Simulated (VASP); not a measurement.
Input of a VASP 6.6.1 run:

INCAR

```
PREC = Accurate ; ENCUT = 520
EDIFF = 1E-6 ; ISMEAR = 0
SIGMA = 0.05 ; LREAL = Auto
LASPH = True ; NELM = 60
ALGO = Normal ; ISIF = 2
LWAVE = False ; LCHARG = False
GGA = PE ; NBANDS = 68
```

File KPOINTS:

```
Automatic mesh
0
Gamma
  2 2 1
```

Contents of POSCAR:

```
H3C5
1.0
    5.0487420000      0.0000000000      0.0000000000
    0.0000000000      5.0487420000      0.0000000000
    0.0000000000      0.0000000000     17.1355610000
H C
12 20
Direct
    0.4277867635      0.0000000000      0.0583581711
    0.0722132365      0.0000000000      0.0583581711
    0.9277869616      0.0000000000      0.0583581711
    0.5722132365      0.0000000000      0.0583581711
    0.4277867635      0.5000000000      0.0583581711
    0.0722132365      0.5000000000      0.0583581711
    0.9277869616      0.5000000000      0.0583581711
    0.5722132365      0.5000000000      0.0583581711
    0.7500650657      0.0095091015      0.3610816127
    0.2472095029      0.5775910118      0.3865984312
    0.7500601140      0.4992800187      0.3606118294
    1.2457178442      0.7306548839      0.4107591809
    0.2500000990      0.0000000000      0.0953981022
    0.7500000990      0.0000000000      0.0953981022
    0.2500000990      0.5000000000      0.0953981022
    0.7500000990      0.5000000000      0.0953981022
    0.2500000990      0.2500000990      0.1474827699
    0.7500000990      0.2500000990      0.1474827699
    0.2500000990      0.7500000990      0.1474827699
    0.7500000990      0.7500000990      0.1474827699
   -0.0009176543      0.2540177335      0.1959631202
    0.5008889343      0.2540391250      0.1959759590
    0.0001952962      0.7519463264      0.2048975811
    0.4997716263      0.7519689063      0.2049028334
   -0.0008625911      0.0185430351      0.2541613899
    0.5008231754      0.0185567018      0.2541720694
   -0.0017618250      0.4868398900      0.2539248642
    0.5017634096      0.4868800981      0.2539445893
    0.2499624659      0.1122552905      0.2928897980
    0.7499963357      0.0933173056      0.3020698301
    0.2499842535      0.4076952239      0.2998997232
    0.7500137658      0.4151525271      0.3015809637
```

Potentials or basis: VASP PAW PBE potentials, release 64 (H, C).

Run with:

```bash
$ cat potpaw_PBE.64/H/POTCAR potpaw_PBE.64/C/POTCAR > POTCAR
$ mpirun -np 1 vasp_std > vasp.out
```

**Question.** Predict the band gap on the k mesh.

**Answer.** 0.31 eV (least direct gap 0.38 eV).

**Question.** Predict the largest force.

**Answer.** 8.957 eV/Å.

Forces on the atoms (eV/Å):
```
H   -8.942 -0.029  0.079
H    8.942 -0.029  0.079
H   -8.956 -0.046  0.067
H    8.956 -0.046  0.067
H   -8.936  0.050  0.073
H    8.936  0.050  0.073
H   -8.942  0.062  0.060
H    8.943  0.062  0.060
H   -0.001 -0.002 -0.003
H   -0.008  1.682  0.746
H    0.000  0.013 -0.026
H    0.011 -1.392 -0.390
C    0.001 -0.148  1.093
C    0.000 -0.147  1.039
C    0.001  0.161  1.041
C   -0.001  0.166  1.012
C   -0.001  0.262 -2.457
C   -0.003  0.151 -2.977
C   -0.001  0.163  0.995
C   -0.002  0.229  1.015
C   -0.269 -0.186 -0.183
C    0.272 -0.187 -0.185
C   -0.023 -0.043 -0.167
C    0.027 -0.043 -0.167
C   -0.126  0.128  0.062
C    0.127  0.128  0.062
C    0.151  0.012  0.400
C   -0.157  0.010  0.402
C    0.004  2.023  0.301
C    0.000  0.035 -0.048
C   -0.002 -3.044 -2.062
C    0.000 -0.045 -0.060
```

Caveat: the k points lie up to 0.62 Å⁻¹ apart; there is no dipole correction, which matters where the two faces differ.
